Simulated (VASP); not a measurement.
Set up this calculation in VASP 6.6.1, as the native input.

* Task: single point
* Functional: LDA
* Potentials or basis: VASP PAW LDA potentials, release 64 (Ag)
* Cutoff: 520 eV
* k mesh: 8 × 8 × 8
* Occupations: methfessel-paxton, width 0.1 eV
* Spin: non-collinear spin, zero start, spin-orbit coupling
* Starting moments: [[0.0, 0.0, 0.0]] μB
* Dipole correction: no
* Further INCAR settings: ALGO = Normal; EDIFF = 1e-06; NBANDS = 22

The structure of Ag lies in POSCAR:

```
Ag
1.0
    0.0000000000      2.0427500000      2.0427500000
    2.0427500000      0.0000000000      2.0427500000
    2.0427500000      2.0427500000      0.0000000000
Ag
1
Direct
    0.0000000000      0.0000000000      0.0000000000
```

One way to write it, as run:

INCAR

```
SYSTEM = Ag
PREC     = Accurate       ! precision mode
ENCUT    = 520            ! plane-wave cutoff, eV
EDIFF    = 1E-6           ! SCF threshold, eV
ISMEAR   = 1              ! smearing method
SIGMA    = 0.1            ! smearing width, eV
LREAL    = .FALSE.        ! projectors in reciprocal space
LASPH    = .TRUE.         ! aspherical terms in the spheres
NELM     = 150            ! most SCF steps
ALGO     = Normal         ! electronic algorithm
ISIF     = 2              ! what is computed and relaxed
LWAVE    = .FALSE.        ! write WAVECAR
LCHARG   = .FALSE.        ! write CHGCAR
MAGMOM   = 0 0 0          ! initial moments
LORBIT   = 11             ! projections on sites
LSORBIT  = .TRUE.         ! spin-orbit coupling
GGA_COMPAT= .FALSE.      
LORBMOM  = .TRUE.       
LMAXMIX  = 4              ! l up to which the mixer works
GGA      = CA             ! functional
NBANDS   = 22             ! bands
```

KPOINTS

```
Automatic mesh
0
G
  8 8 8
  0 0 0
```

Potentials or basis: VASP PAW LDA potentials, release 64 (Ag).

Run with:

```sh
$ cat potpaw_LDA.64/Ag/POTCAR > POTCAR
$ mpirun -np 1 vasp_ncl > vasp.out
```

Results of the run:

| Item | Value |
| --- | --- |
| Pressure | -6.7 GPa |
| Net moment | 0.00 μB per cell |
| Valence electrons inside the program's atomic spheres | Ag 9.87 |

It took 9.1 s on 1 thread of Intel(R) Xeon(R) 6975P-C (Granite Rapids), with other jobs on the host, peak memory 0.17 GiB.
